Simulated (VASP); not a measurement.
# Ta2B2O (P4/mmm) in VASP: notebook

Runs on Ta2B2O. Level: PBE. Tasks: relaxation of cell and atoms, single point.

Everything below comes from runs of VASP 6.6.1. Logs are shortened: lines on timing, memory, paths and dates and some standing lists are left out, and cuts for length are marked.

## (1) The cell of the first run

It takes space group P4/mmm (No. 123, tetragonal). Conventional cell: a = 3.433 Å, b = 3.433 Å, c = 5.041 Å, α = 90.00°, β = 90.00°, γ = 90.00°. Within 3.2 Å of Ta (site symmetry mmm) lie 4 Ta at 2.43 Å and 4 B at 2.57 Å and 4 O at 3.05 Å. Within 1.6 Å of B (site symmetry 4mm) lie 1 B at 1.23 Å. Within 3.3 Å of O (site symmetry 4/mmm) lie 8 B at 2.50 Å and 8 Ta at 3.05 Å.

The cell was built from a structure type or drawn by symmetry, and may not be a known phase.

## (2) Relaxation of cell and atoms, PBE

Contents of INCAR:

```
ALGO = Normal ; EDIFF = 1E-7
EDIFFG = -0.04 ; ENCUT = 600
GGA = PE ; IBRION = 2
ISIF = 3 ; ISMEAR = 0
LASPH = True ; LCHARG = False
LREAL = False ; LWAVE = False
NELM = 80 ; NSW = 90
PREC = Accurate ; SIGMA = 0.1
```

Contents of KPOINTS:

```
k-points
0
Gamma
  6 6 4
```

Contents of POSCAR:

```
Ta2B2O
1.0
    3.4334347500      0.0000000000      0.0000000000
    0.0000000000      3.4334347500      0.0000000000
    0.0000000000      0.0000000000      5.0414473600
Ta B O
2 2 1
Direct
    0.0000000000      0.5000000000      0.5000000000
    0.5000000000      0.0000000000      0.5000000000
    0.5000000000      0.5000000000      0.8781342200
    0.5000000000      0.5000000000      0.1218657800
    0.0000000000      0.0000000000      0.0000000000
```

Potentials or basis: VASP PAW PBE potentials, release 64 (Ta_pv, B, O).

The run is started by

```sh
cat potpaw_PBE.64/Ta_pv/POTCAR potpaw_PBE.64/B/POTCAR potpaw_PBE.64/O/POTCAR > POTCAR
mpirun -np 1 vasp_std > vasp.out
```

OUTCAR:

```text
EDIFF = 1E-7
   EDIFFG = -0.04
   ENCUT = 600
   GGA = PE
   IBRION = 2
   ISIF = 3
   ISMEAR = 0
   LASPH = True
   LREAL = False
   NELM = 80
   NSW = 90
   PREC = Accurate

 ion  position               nearest neighbor table
   1  0.000  0.500  0.500-   2 2.43   2 2.43   2 2.43   2 2.43   4 2.57   3 2.57   4 2.57   3 2.57

   2  0.500  0.000  0.500-   1 2.43   1 2.43   1 2.43   1 2.43   3 2.57   4 2.57   4 2.57   3 2.57

   3  0.500  0.500  0.878-   4 1.23   2 2.57   1 2.57   2 2.57   1 2.57
   4  0.500  0.500  0.122-   3 1.23   2 2.57   1 2.57   2 2.57   1 2.57
   5  0.000  0.000  0.000-

  LATTYP: Found a simple tetragonal cell.
 ALAT       =     3.4334347500
 C/A-ratio  =     1.4683393532

  Lattice vectors:

 A1 = (   3.4334347500,   0.0000000000,   0.0000000000)
 A2 = (   0.0000000000,   3.4334347500,   0.0000000000)
 A3 = (   0.0000000000,   0.0000000000,   5.0414473600)

Analysis of symmetry for initial positions (statically):
=====================================================================
 Subroutine PRICEL returns:
 Original cell was already a primitive cell.

 Routine SETGRP: Setting up the symmetry group for a
 simple tetragonal supercell.

 Subroutine GETGRP returns: Found 16 space group operations
 (whereof 16 operations were pure point group operations)
 out of a pool of 16 trial point group operations.

The static configuration has the point symmetry D_4h.

Analysis of symmetry for dynamics (positions and initial velocities):
=====================================================================
 Subroutine PRICEL returns:
 Original cell was already a primitive cell.

 Routine SETGRP: Setting up the symmetry group for a
 simple tetragonal supercell.

 Subroutine GETGRP returns: Found 16 space group operations
 (whereof 16 operations were pure point group operations)
 out of a pool of 16 trial point group operations.

The dynamic configuration has the point symmetry D_4h.

 Subroutine INISYM returns: Found 16 space group operations
 (whereof 16 operations are pure point group operations),
 and found     1 'primitive' translations

----------------------------------------------------------------------------------------

                                     Primitive cell

  volume of cell :      59.4310

  direct lattice vectors                    reciprocal lattice vectors
     3.433434750  0.000000000  0.000000000     0.291253533  0.000000000  0.000000000
     0.000000000  3.433434750  0.000000000     0.000000000  0.291253533  0.000000000
     0.000000000  0.000000000  5.041447360     0.000000000  0.000000000  0.198355736

  length of vectors
     3.433434750  3.433434750  5.041447360     0.291253533  0.291253533  0.198355736

  position of ions in fractional coordinates (direct lattice)
     0.000000000  0.500000000  0.500000000
     0.500000000  0.000000000  0.500000000
     0.500000000  0.500000000  0.878134220
     0.500000000  0.500000000  0.121865780
     0.000000000  0.000000000  0.000000000

  ion indices of the primitive-cell ions
   primitive index   ion index
                 1           1
                 2           2
                 3           3
                 4           4
                 5           5

----------------------------------------------------------------------------------------

 KPOINTS: k-points

Automatic generation of k-mesh.
 Grid dimensions read from file:
 generate k-points for:    6    6    4

 Generating k-lattice:

  Cartesian coordinates                     Fractional coordinates (reciprocal lattice)
     0.048542255  0.000000000  0.000000000     0.166666667  0.000000000  0.000000000
     0.000000000  0.048542255  0.000000000     0.000000000  0.166666667  0.000000000
     0.000000000  0.000000000  0.049588934     0.000000000  0.000000000  0.250000000

  Length of vectors
     0.048542255  0.048542255  0.049588934

  Shift w.r.t. Gamma in fractional coordinates (k-lattice)
     0.000000000  0.000000000  0.000000000

 Subroutine IBZKPT returns following result:
 ===========================================

 Found     30 irreducible k-points:

 Following reciprocal coordinates:
            Coordinates               Weight
  0.000000  0.000000  0.000000      1.000000
  0.166667  0.000000  0.000000      4.000000
  0.333333  0.000000  0.000000      4.000000
  0.500000  0.000000  0.000000      2.000000
  0.166667  0.166667  0.000000      4.000000
  0.333333  0.166667  0.000000      8.000000
[... 16 lines left out ...]
  0.333333  0.000000  0.500000      4.000000
  0.500000  0.000000  0.500000      2.000000
 [... further k-points ...]
   k-points           NKPTS =     30   k-points in BZ     NKDIM =     30   number of bands    NBANDS=     21
   number of dos      NEDOS =    301   number of ions     NIONS =      5
   total plane-waves  NPLWV =  31360
   dimension x,y,z NGX =    28 NGY =   28 NGZ =   40
   dimension x,y,z NGXF=    56 NGYF=   56 NGZF=   80
   ions per type =               2   2   1
   NGX,Y,Z   is equivalent  to a cutoff of  13.56, 13.56, 13.19 a.u.
   NGXF,Y,Z  is equivalent  to a cutoff of  27.12, 27.12, 26.38 a.u.
 SYSTEM =  unknown system
   PREC   = accura    normal or accurate (medium, high low for compatibility)
   ISTART =      0    job   : 0-new  1-cont  2-samecut
   ICHARG =      2    charge: 1-file 2-atom 10-const
   ISPIN  =      1    spin polarized calculation?
   LNONCOLLINEAR =      F non collinear calculations
   LSORBIT =      F    spin-orbit coupling
   LASPH  =      T    aspherical Exc in radial PAW
   ENCUT  =  600.0 eV  44.10 Ry    6.64 a.u.   6.86  6.86 10.07*2*pi/ulx,y,z
   NELM   =     80;   NELMIN=  2; NELMDL= -5     # of ELM steps
   EDIFF  = 0.1E-06   stopping-criterion for ELM
   LREAL  =      F    real-space projection
   EDIFFG = -.4E-01   stopping-criterion for IOM
   NSW    =     90    number of steps for IOM
   IBRION =      2    ionic relax: 0-MD 1-quasi-New 2-CG
   NFREE  =      1    steps in history (QN), initial steepest desc. (CG)
   ISIF   =      3    stress and relaxation
   ISYM   =      2    0-nonsym 1-usesym 2-fastsym
   POTIM  = 0.5000    time-step for ionic-motion
   TEBEG  =    0.0;   TEEND  =   0.0 temperature during run
   PSTRESS=    0.0 pullay stress
   NELECT =      34.0000    total number of electrons
   NUPDOWN=      -1.0000    fix difference up-down
   EMIN   =  10.00;   EMAX   =-10.00  energy-range for DOS
   EFERMI =   0.00;   METHOD = LEGACY
   ISMEAR =     0;   SIGMA  =   0.10  broadening in eV -4-tet -1-fermi 0-gaus
   EFERMI_NEDOS =   21; number of points for ismear=-14 and -15
   IALGO  =     38    algorithm
   IMIX   =      4    mixing-type and parameters
     AMIX     =   0.40;   BMIX     =  1.00
     AMIX_MAG =   1.60;   BMIX_MAG =  1.00
  volume/ion in A,a.u.               =      11.89        80.21
  Fermi-wavevector in a.u.,A,eV,Ry     =   1.359034  2.568201 25.129584  1.846972
  Thomas-Fermi vector in A             =   2.485816
   LORBIT       =      0    0 simple, 1 ext, 2 COOP (PROOUT), +10 PAW based schemes
   GGA     = PE    functional components
   LHFCALC =     F    Hartree Fock is set to
   AEXX    =    0.0000 exact exchange contribution
   IVDW    =     0    specifies the selected vdW correction
   LEPSILON=     F    determine dielectric tensor
   LRPA    =     F    only Hartree local field effects (RPA)
 conjugate gradient relaxation of ions
 non-spin polarized calculation
 Gauss-broadening in eV      SIGMA  =   0.10
  energy-cutoff  :      600.00
  volume of cell :       59.43
 maximum number of plane-waves:      2020
 NGX is ok and might be reduce to    28
   NGX = 13   NGY = 13   NGZ = 21

--------------------------------------- Ionic step        1  -------------------------------------------

 number of electron      33.9999998 magnetization

 Free energy of the ion-electron system (eV)
  ---------------------------------------------------
  ext. energy  EPLUGINS =         0.00000000
  ---------------------------------------------------
  free energy    TOTEN  =       -31.86229106 eV

  energy without entropy =      -31.83718024  energy(sigma->0) =      -31.84973565

------------------------ aborting loop because EDIFF is reached ----------------------------------------

  FORCE on cell =-STRESS in cart. coord.  units (eV):
  Direction    XX          YY          ZZ          XY          YZ          ZX
  --------------------------------------------------------------------------------------
  -------------------------------------------------------------------------------------
  Total       16.5622873     16.5622873     20.3443571      0.0000000      0.0000000      0.0000000
  in kB      446.4965052    446.4965052    548.4559080      0.0000000      0.0000000      0.0000000
  external PRESSURE =     480.4829728 kB  Pullay stress =       0.0000000 kB
[... 98 lines left out ...]
  FREE ENERGIE OF THE ION-ELECTRON SYSTEM (eV)
  ---------------------------------------------------
  free  energy   TOTEN  =       -34.3000285524 eV

  energy  without entropy=      -34.2644630253  energy(sigma->0) =      -34.28224579

 E-fermi :   1.5615     XC(G=0):  -9.9719

 val. band max:        1.5505751403   @ k =   0.0000   0.0000   0.5000
 cond. band min:       1.5679670480   @ k =   0.5000   0.3333   0.2500
 fundamental gap:      0.0173919077
 Fermi energy:         1.5614693183

 k-point     1 :       0.0000    0.0000    0.0000
  band No.  band energies     occupation
      1     -33.1346      2.00000
      2     -33.1346      2.00000
      3     -32.7715      2.00000
      4     -32.4673      2.00000
      5     -32.0489      2.00000
      6     -32.0489      2.00000
[... 565 lines left out ...]
     20       3.2918      0.00000
     21       3.2918      0.00000

 [... further k-points ...]

[... ionic steps 4 to 22 ...]

--------------------------------------- Ionic step       23  -------------------------------------------

 number of electron      34.0000013 magnetization

------------------------ aborting loop because EDIFF is reached ----------------------------------------
[... 73 lines left out ...]
--------------------------------------- Ionic step       25  -------------------------------------------

 number of electron      34.0000014 magnetization

 Free energy of the ion-electron system (eV)
  ---------------------------------------------------
  ext. energy  EPLUGINS =         0.00000000
  ---------------------------------------------------
  free energy    TOTEN  =       -41.35361487 eV

  energy without entropy =      -41.32919658  energy(sigma->0) =      -41.34140573

 E-fermi :   6.1508     XC(G=0): -12.1879

 val. band max:        6.1303122840   @ k =   0.5000   0.1667   0.5000
 cond. band min:       6.1913611968   @ k =   0.3333   0.3333   0.5000
 fundamental gap:      0.0610489128
 Fermi energy:         6.1507761183

 k-point     1 :       0.0000    0.0000    0.0000
  band No.  band energies     occupation
      1     -29.0215      2.00000
      2     -29.0215      2.00000
      3     -28.7212      2.00000
      4     -28.6287      2.00000
      5     -28.4994      2.00000
      6     -28.4994      2.00000
[... 565 lines left out ...]
     20       7.9474      0.00000
     21       8.5717      0.00000

 [... further k-points ...]

------------------------ aborting loop because EDIFF is reached ----------------------------------------

  FORCE on cell =-STRESS in cart. coord.  units (eV):
  Direction    XX          YY          ZZ          XY          YZ          ZX
  --------------------------------------------------------------------------------------
  -------------------------------------------------------------------------------------
  Total        0.0541849      0.0541849     -0.1607281      0.0000000     -0.0000000      0.0000000
  in kB        1.4796817      1.4796817     -4.3891655      0.0000000     -0.0000000      0.0000000
  external PRESSURE =      -0.4766007 kB  Pullay stress =       0.0000000 kB
[... 20 lines left out ...]
  FREE ENERGIE OF THE ION-ELECTRON SYSTEM (eV)
  ---------------------------------------------------
  free  energy   TOTEN  =       -41.3536148741 eV

  energy  without entropy=      -41.3291965844  energy(sigma->0) =      -41.34140573

 reached required accuracy - stopping structural energy minimisation
```

Wall time 9.5 min (1 thread of AMD EPYC 9R45 (Zen 5), shared host); peak memory 0.19 GiB.

What came out:

```yaml
Free_energy: -41.3536 eV
Relaxed_volume: 11.73 Å³/atom
Relaxed_cell: a = 4.283 Å, b = 4.283 Å, c = 3.199 Å, α = 90.00°, β = 90.00°, γ = 90.00°
Space_group_after_relaxing_to_0.1_Å: P4/mmm (No. 123)
Energy_gained_by_relaxing: 1898.3 meV/atom
Ionic_steps: 25
Pressure_after_relaxing: 0.0 GPa
Band_gap_on_the_k_mesh: zero (bands 17 and 18 overlap by 1.17 eV)
```

Forces in eV/Å, atoms in the order of the input:
```
Ta   0.000  0.000  0.000
Ta   0.000  0.000  0.000
B    0.000  0.000  0.002
B    0.000  0.000 -0.002
O    0.000  0.000  0.000
```

Stress tensor (GPa, compression positive):
```
 0.15  0.00  0.00
 0.00  0.15  0.00
 0.00  0.00 -0.44
```

Step by step:
```csv
step,energy change (eV),largest force (eV/Å),pressure (GPa),volume (Å³)
1,0.0000,22.4544,48.05,59.43
2,-2.3964,0.8579,1.60,95.64
3,-2.4377,0.7504,1.62,94.49
4,-2.4681,0.6790,1.65,93.53
5,-2.6197,0.3499,2.01,86.24
6,-2.7306,1.0452,5.63,72.01
7,-3.3126,2.5980,12.29,65.52
8,-3.5467,1.5812,20.59,62.43
9,-5.3693,0.6226,-17.91,77.17
10,-5.4045,0.4164,-14.05,74.80
11,-6.6885,3.5884,-8.75,68.87
12,-6.9171,6.0422,-5.59,66.41
13,-7.8198,3.4863,-3.53,63.28
14,-9.0000,3.4922,25.14,53.38
15,-8.7744,2.4880,3.70,58.49
16,-9.1750,1.0728,11.69,55.96
17,-9.2269,0.3728,17.35,54.67
18,-9.2313,0.0046,16.06,54.94
19,-9.3199,3.1280,9.78,56.52
20,-9.3674,1.6449,11.42,55.94
21,-9.4847,0.5436,1.34,58.23
22,-9.4848,0.4823,1.62,58.16
23,-9.4910,0.0694,0.09,58.62
24,-9.4911,0.0108,-0.12,58.69
25,-9.4913,0.0021,-0.05,58.67
```

Final structure:
```
Ta B O
1.0
     4.28281    0.00000    0.00000
     0.00000    4.28281    0.00000
     0.00000    0.00000    3.19862
Ta B O
2 2 1
Direct
  0.00000 0.50000 0.50000
  0.50000 0.00000 0.50000
  0.50000 0.50000 0.75178
  0.50000 0.50000 0.24822
  0.00000 0.00000 0.00000
```

Levels at points of the mesh, in eV from the Fermi level:
```csv
k point,band 13,band 14,band 15,band 16,band 17,band 18,band 19,band 20,band 21
"(0.00, 0.00, 0.00)",-2.95,-2.14,-2.14,-2.07,-1.91,-0.49,-0.49,-0.24,2.62
"(0.50, 0.00, 0.00)",-4.19,-4.14,-1.78,-0.49,-0.38,-0.14,0.04,0.28,1.78
"(0.50, 0.50, 0.00)",-4.40,-4.34,-1.74,-1.65,-1.65,1.86,1.86,2.58,3.04
"(0.00, 0.00, 0.50)",-2.74,-2.74,-2.36,0.37,0.37,1.53,2.97,2.97,3.09
"(0.50, 0.00, 0.50)",-3.92,-3.75,-1.94,-1.83,-0.24,0.77,1.72,1.80,2.42
"(0.50, 0.50, 0.50)",-4.90,-4.90,-0.60,-0.16,-0.16,0.06,0.06,1.22,2.05
```

Caveat: a cell axis changed by over 15 % at a fixed basis, so the end point is rough; spin-orbit coupling is left out, which moves the levels of the heavy elements.

(Continued in part 2 of 3.)
